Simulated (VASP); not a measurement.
A run of VASP 6.6.1:

Contents of INCAR:

```
  PREC = Accurate
  ENCUT = 520
  EDIFF = 1E-6
  ISMEAR = -1
  SIGMA = 0.05
  LREAL = F
  LASPH = T
  NELM = 60
  ALGO = Normal
  ISIF = 2
  LWAVE = F
  LCHARG = F
  GGA = CA
  NBANDS = 49
```

Contents of KPOINTS:

```
Automatic mesh
0
Gamma
  9 9 1
```

POSCAR

```
Mo2WSe4S2
1.0
    3.2742852593      0.0000000000      0.0000000000
   -1.6371426297      2.8356142138      0.0000000000
    0.0000000000      0.0000000000     30.2192570000
W Mo Se S
1 2 4 2
Direct
    0.0000000000      0.0000000000      0.4216780000
    0.3333333333      0.6666666667      0.6529990000
    0.0000000000      0.0000000000      0.8843650000
    0.0000000000      0.0000000000      0.7089750000
    0.3333333333      0.6666666667      0.8283820000
    0.3333333333      0.6666666667      0.9403440000
    0.0000000000      0.0000000000      0.5970520000
    0.3333333333      0.6666666667      0.3705770000
    0.3333333333      0.6666666667      0.4727870000
```

Potentials or basis: VASP PAW LDA potentials, release 64 (W_sv, Mo_sv, Se, S).

Run with:

```console
$ cat potpaw_LDA.64/W_sv/POTCAR potpaw_LDA.64/Mo_sv/POTCAR potpaw_LDA.64/Se/POTCAR potpaw_LDA.64/S/POTCAR > POTCAR
$ mpirun -np 1 vasp_std > vasp.out
```

Hardware: 1 thread of Intel Xeon 8259CL, on a shared host.

Problem. Estimate the wall time of this run.

Solution. Wall time 8.3 min on 1 thread of Intel Xeon 8259CL, on a shared host, peak memory 0.4 GiB. Counts: scf iterations 25, k points 12.
